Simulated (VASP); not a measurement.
# Al in VASP: single point with r2SCAN

Aim: the single point of Al with r2SCAN.

Program: VASP 6.6.1. These are calculated values, not measurements. Logs are shortened: lines on timing, memory, paths and dates and some standing lists are left out, and cuts for length are marked.

## (1) The cell of the first run

The typed cell holds 4 atoms: a = 4.018 Å, b = 4.866 Å, c = 4.866 Å, α = 48.74°, β = 65.62°, γ = 65.62°.

## (2) Single point, r2SCAN

Input file POSCAR:

```
Al
1.0
   -0.0001946319     -2.8410880858      2.8410353828
    3.9508000727     -2.8402365655      0.0006568884
    3.9509626850     -0.0004942762      2.8403464747
Al
4
Direct
   -0.0000039459      0.0000081573     -0.0000044164
    0.2499907243      0.2500073590      0.2499997236
    0.5000100892      0.4999989057      0.4999863140
    0.7500031324      0.7499855780      0.7500183787
```

Input file INCAR.step1:

```
PREC     = Accurate       # precision mode
ENCUT    = 520            # plane-wave cutoff, eV
ISMEAR   = 0              # smearing method
SIGMA    = 0.15           # smearing width, eV
LREAL    = False          # projectors in reciprocal space
LASPH    = True           # aspherical terms in the spheres
NELM     = 60             # most SCF steps
NBANDS   = 14             # bands
GGA      = PE             # functional
ALGO     = Normal         # electronic algorithm
EDIFF    = 1E-4           # SCF threshold, eV
LWAVE    = True           # write WAVECAR
LCHARG   = False          # write CHGCAR
```

Input file INCAR.step2:

```
PREC     = Accurate       # precision mode
ENCUT    = 520            # plane-wave cutoff, eV
EDIFF    = 1E-7           # SCF threshold, eV
ISMEAR   = 0              # smearing method
SIGMA    = 0.15           # smearing width, eV
LREAL    = False          # projectors in reciprocal space
LASPH    = True           # aspherical terms in the spheres
NELM     = 60             # most SCF steps
ALGO     = Normal         # electronic algorithm
ISIF     = 2              # what is computed and relaxed
LWAVE    = False          # write WAVECAR
LCHARG   = True           # write CHGCAR
METAGGA  = R2SCAN         # meta-GGA
LMIXTAU  = True         
LELF     = True           # ELF
LVHAR    = True         
NBANDS   = 14             # bands
ISTART   = 1
```

Input file KPOINTS:

```
Automatic mesh
0
Gamma
  10 10 10
```

Potentials or basis: VASP PAW PBE potentials, release 64 (Al).

Run with:

```sh
$ cat potpaw_PBE.64/Al/POTCAR > POTCAR
$ cp INCAR.step1 INCAR
$ mpirun -np 1 vasp_std > vasp.out
$ cp INCAR.step2 INCAR
$ mpirun -np 1 vasp_std > vasp.out
```

OUTCAR:

```text
PREC = Accurate
   ENCUT = 520
   EDIFF = 1E-7
   ISMEAR = 0
   LREAL = False
   LASPH = True
   NELM = 60
   ISIF = 2
   METAGGA = R2SCAN
   ISTART = 1

 ion  position               nearest neighbor table
   1  1.000  0.000  1.000-   4 2.82   2 2.82   2 2.82   4 2.82   4 2.82   2 2.82   2 2.82   4 2.82
                             3 2.84   3 2.84   3 2.84   3 2.84
   2  0.250  0.250  0.250-   1 2.82   3 2.82   1 2.82   3 2.82   3 2.82   1 2.82   3 2.82   1 2.82
                             4 2.84   4 2.84   4 2.84   4 2.84
   3  0.500  0.500  0.500-   4 2.82   2 2.82   4 2.82   2 2.82   2 2.82   4 2.82   2 2.82   4 2.82
                             1 2.84   1 2.84   1 2.84   1 2.84
   4  0.750  0.750  0.750-   1 2.82   3 2.82   3 2.82   1 2.82   1 2.82   3 2.82   1 2.82   3 2.82
                             2 2.84   2 2.84   2 2.84   2 2.84

  LATTYP: Found a base centered monoclinic cell.
 ALAT       =    21.5869423857
 B/A-ratio  =     0.1860367589
 C/A-ratio  =     0.1861249254
 COS(beta)  =    -0.9305941439

  Lattice vectors:

 A1 = (  -3.9504108089,   8.5224127371,  -5.6827276540)
 A2 = (  -3.9505734212,   5.6826704478,  -8.5224172403)
 A3 = (  -0.0001946319,  -2.8410880858,   2.8410353828)

Analysis of symmetry for initial positions (statically):
=====================================================================
 Subroutine PRICEL returns:
 Original cell was already a primitive cell.

 Routine SETGRP: Setting up the symmetry group for a
 base centered monoclinic supercell.

 Subroutine GETGRP returns: Found  1 space group operations
 (whereof  1 operations were pure point group operations)
 out of a pool of  4 trial point group operations.

The static configuration has the point symmetry C_1 .

Analysis of symmetry for dynamics (positions and initial velocities):
=====================================================================
 Subroutine PRICEL returns:
 Original cell was already a primitive cell.

 Routine SETGRP: Setting up the symmetry group for a
 base centered monoclinic supercell.

 Subroutine GETGRP returns: Found  1 space group operations
 (whereof  1 operations were pure point group operations)
 out of a pool of  4 trial point group operations.

The dynamic configuration has the point symmetry C_1 .

 Subroutine INISYM returns: Found  1 space group operations
 (whereof  1 operations are pure point group operations),
 and found     1 'primitive' translations

----------------------------------------------------------------------------------------

                                     Primitive cell

[... 110 lines left out ...]
   EFERMI_NEDOS =   21; number of points for ismear=-14 and -15
   IALGO  =     38    algorithm
   IMIX   =      4    mixing-type and parameters
     AMIX     =   0.40;   BMIX     =  1.00
     AMIX_MAG =   1.60;   BMIX_MAG =  1.00
  volume/ion in A,a.u.               =      15.94       107.55
  Fermi-wavevector in a.u.,A,eV,Ry     =   0.938221  1.772981 11.976647  0.880259
  Thomas-Fermi vector in A             =   2.065411
   LORBIT       =      0    0 simple, 1 ext, 2 COOP (PROOUT), +10 PAW based schemes
   METAGGA = R2SCAN    functional components
   LHFCALC =     F    Hartree Fock is set to
   AEXX    =    0.0000 exact exchange contribution
   IVDW    =     0    specifies the selected vdW correction
   LEPSILON=     F    determine dielectric tensor
   LRPA    =     F    only Hartree local field effects (RPA)
 non-spin polarized calculation
 Gauss-broadening in eV      SIGMA  =   0.15
  energy-cutoff  :      520.00
  volume of cell :       63.75
 maximum number of plane-waves:      1750
 NGX is ok and might be reduce to    30
   NGX = 15   NGY = 19   NGZ = 19

 number of electron      12.0000000 magnetization

 Free energy of the ion-electron system (eV)
  ---------------------------------------------------
  ext. energy  EPLUGINS =         0.00000000
  ---------------------------------------------------
  free energy    TOTEN  =       -26.94561542 eV

  energy without entropy =      -26.92543770  energy(sigma->0) =      -26.93552656

 E-fermi :   8.3738     XC(G=0): -11.0366

 val. band max:        8.3736713101   @ k =  -0.3000  -0.3000   0.3000
 cond. band min:       8.3744064737   @ k =   0.3000  -0.3000   0.3000
 fundamental gap:      0.0007351637
 Fermi energy:         8.3738488507

 k-point     1 :       0.0000    0.0000    0.0000
  band No.  band energies     occupation
      1      -3.7047      2.00000
      2       5.3193      2.00000
      3       6.9526      2.00000
      4       7.3496      2.00000
      5       7.3499      2.00000
      6       7.3569      2.00000
      7       7.3572      2.00000
      8       8.2833      1.60684
      9       8.2833      1.60684
     10      10.0381      0.00000
     11      10.0381      0.00000
     12      13.7132      0.00000
     13      14.3344      0.00000
     14      14.3378      0.00000
[... 377 lines left out ...]
      1      -1.8209      2.00000
      2       1.9643      2.00000
      3       3.0456      2.00000
      4       3.8031      2.00000
      5       6.7595      2.00000
      6       7.5051      2.00000
      7       8.5498      0.09720
      8      11.4114      0.00000
      9      12.1549      0.00000
     10      12.7031      0.00000
     11      13.1386      0.00000
     12      14.9570      0.00000
     13      15.8333      0.00000
     14      16.0355      0.00000

 [... further k-points ...]

------------------------ aborting loop because EDIFF is reached ----------------------------------------

  FORCE on cell =-STRESS in cart. coord.  units (eV):
  Direction    XX          YY          ZZ          XY          YZ          ZX
  --------------------------------------------------------------------------------------
  -------------------------------------------------------------------------------------
  Total       -0.1160254     -0.1410335     -0.1403565     -0.0027077     -0.0020097      0.0003497
  in kB       -2.9159046     -3.5443990     -3.5273857     -0.0680489     -0.0505062      0.0087874
  external PRESSURE =      -3.3292298 kB  Pullay stress =       0.0000000 kB

 VOLUME and BASIS-vectors are now :
 -----------------------------------------------------------------------------
  energy-cutoff  :      520.00
  volume of cell :       63.75
      direct lattice vectors                 reciprocal lattice vectors
    -0.000194632 -2.841088086  2.841035383    -0.126542254 -0.175980953  0.175991466
     3.950800073 -2.840236566  0.000656888     0.126558170 -0.176080275 -0.176074871
     3.950962685 -0.000494276  2.840346475     0.126543677  0.176064359  0.176076294

 POSITION                                       TOTAL-FORCE (eV/Angst)
 -----------------------------------------------------------------------------------
      3.95078     -2.84159      5.68136         0.000057      0.000041      0.000136
      1.97542     -1.42045      1.42048        -0.000307      0.000009      0.000255
      3.95073     -2.84094      2.84101         0.000484      0.000146      0.000032
      5.92619     -4.26133      4.26159        -0.000234     -0.000196     -0.000423
 -----------------------------------------------------------------------------------
    total drift:                                0.000000      0.000000     -0.000000

  FREE ENERGIE OF THE ION-ELECTRON SYSTEM (eV)
  ---------------------------------------------------
  free  energy   TOTEN  =       -26.9456154240 eV

  energy  without entropy=      -26.9254377048  energy(sigma->0) =      -26.93552656
```

OUTCAR.step1:

```text
PREC = Accurate
   ENCUT = 520
   ISMEAR = 0
   LREAL = False
   LASPH = True
[... 643 lines left out ...]
      3.95078     -2.84159      5.68136         0.000069      0.000034      0.000125
      1.97542     -1.42045      1.42048        -0.000300      0.000014      0.000248
      3.95073     -2.84094      2.84101         0.000464      0.000133      0.000026
      5.92619     -4.26133      4.26159        -0.000233     -0.000181     -0.000399
 -----------------------------------------------------------------------------------
    total drift:                               -0.000000     -0.000000     -0.000000

  FREE ENERGIE OF THE ION-ELECTRON SYSTEM (eV)
  ---------------------------------------------------
  free  energy   TOTEN  =       -14.9615391737 eV

  energy  without entropy=      -14.9409037343  energy(sigma->0) =      -14.95122145
```

OSZICAR.step1:

```text
N       E                     dE             d eps       ncg     rms          rms(c)
DAV:   1     0.665927515964E+01    0.66593E+01   -0.41896E+03 14136   0.661E+02
DAV:   2    -0.143816714857E+02   -0.21041E+02   -0.19661E+02 18244   0.911E+01
DAV:   3    -0.150495997578E+02   -0.66793E+00   -0.66270E+00 18434   0.130E+01
DAV:   4    -0.150538664660E+02   -0.42667E-02   -0.42658E-02 16666   0.135E+00
DAV:   5    -0.150539167706E+02   -0.50305E-04   -0.50305E-04 18270   0.149E-01    0.272E+00
DAV:   6    -0.150004881327E+02    0.53429E-01   -0.54769E-03 16002   0.422E-01    0.158E+00
DAV:   7    -0.149616547835E+02    0.38833E-01   -0.15669E-02 15924   0.666E-01    0.267E-01
DAV:   8    -0.149615452072E+02    0.10958E-03   -0.13676E-04 14776   0.807E-02    0.352E-02
DAV:   9    -0.149615391737E+02    0.60335E-05   -0.14874E-05  9486   0.248E-02
   1 F= -.14961539E+02 E0= -.14951221E+02  d E =-.206354E-01
```

It took 33 min on 1 thread of Intel Xeon 8259CL, shared host; peak memory 0.45 GiB.

What came out:

| Quantity | Value |
| --- | --- |
| Free energy | -26.9456 eV |
| Pressure | -0.3 GPa |
| Band gap on the k mesh | zero (bands 6 and 7 overlap by 4.26 eV) |

Caveat: the PAW data sets were made with another functional, which shifts forces and pressure a little.
